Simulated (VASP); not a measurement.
SiC, 8 atoms in the cell. The structure is hexagonal, space group P6_3mc (No. 186). Conventional cell: a = 3.013 Å, b = 3.013 Å, c = 9.865 Å, α = 90.00°, β = 90.00°, γ = 120.00°. Si (site symmetry 3m) has 4 C at 1.84 to 1.85 Å within 2.4 Å. Within 2.4 Å of Si (site symmetry 3m) lie 4 C at 1.85 to 1.86 Å. Within 2.4 Å of C (site symmetry 3m) lie 4 Si at 1.85 Å. Within 2.4 Å of C (site symmetry 3m) lie 4 Si at 1.84 to 1.86 Å. 

| Quantity | Value |
| --- | --- |
| Program | VASP 6.6.1 |
| Task | single point |
| Functional | PBE |
| Potentials or basis | VASP PAW PBE potentials, release 64 (Si, C) |
| Cutoff | 520 eV |
| k mesh | 10 × 10 × 3 |
| Occupations | fermi-dirac, width 0.05 eV |
| Spin | no spin polarisation |
| Dipole correction | no |
| Further INCAR settings | ALGO = Normal; EDIFF = 1e-06; NBANDS = 26 |

Potentials or basis: VASP PAW PBE potentials, release 64 (Si, C).

Run with:

```bash
$ cat potpaw_PBE.64/Si/POTCAR potpaw_PBE.64/C/POTCAR > POTCAR
$ mpirun -np 1 vasp_std > vasp.out
```

Hardware: 1 thread of Intel(R) Xeon(R) Platinum 8375C CPU @ 2.90GHz (Ice Lake) (shared host).

How long does it take, and how much memory?

It took 33 s on 1 thread of Intel(R) Xeon(R) Platinum 8375C CPU @ 2.90GHz (Ice Lake) (shared host), peak memory 0.21 GiB. Counts: scf iterations 13, k points 28.
